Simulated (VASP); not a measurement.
## SrO: single point with PBE

The system is SrO.

```
Sr O
1.0
     0.00000    2.69829    2.44131
     2.69829    0.00000    2.44131
     2.69829    2.69829    0.00000
Sr O
1 1
Direct
  0.00000 0.00000 0.00000
  0.50000 0.50000 0.50000
```

This cell differs from its parent crystal: strain +0.050 along x and y, -0.050 along z.

- Program: VASP 6.6.1
- Task: single point
- Functional: PBE
- Potentials or basis: VASP PAW PBE potentials, release 64 (Sr_sv, O)
- Cutoff: 520 eV
- k mesh: 8 × 8 × 8
- Occupations: gaussian, width 0.05 eV
- Spin: no spin polarisation
- Dipole correction: no
- Further INCAR settings: ALGO = Normal; EDIFF = 1e-07; NBANDS = 15

```
Pressure               : 1.3 GPa
Band gap on the k mesh : 2.79 eV, indirect (least direct gap 3.11 eV)
```

Stress tensor (GPa, compression positive):
```
-3.27  0.00  0.00
 0.00 -3.27  0.00
 0.00  0.00 10.59
```

Levels at points of the mesh, in eV from the valence-band top:
```
           k point  band 4  band 5  band 6  band 7  band 8  band 9  band 10  band 11  band 12  band 13
(0.00, 0.00, 0.00)  -14.48  -14.44   -0.38   -0.38    0.00    3.21     5.68     5.68     6.37     7.28
(0.50, 0.00, 0.00)  -14.52  -13.10   -2.36   -1.39   -1.36    6.06     7.76     8.29     8.50    10.85
(0.50, 0.50, 0.00)  -14.90  -14.90   -0.51   -0.51   -0.32    2.79     7.35     9.62     9.96    10.45
(0.50, 0.00, 0.50)  -14.78  -14.68   -0.94   -0.50   -0.07    3.20     7.04     9.48     9.82     9.92
```

Wall time 51 s on 1 thread of AMD EPYC 9R45 (shared host), peak memory 0.15 GiB.

Caveat: the cell differs from its parent crystal (strain +0.050 along x and y, -0.050 along z). A k mesh can miss the band edges.
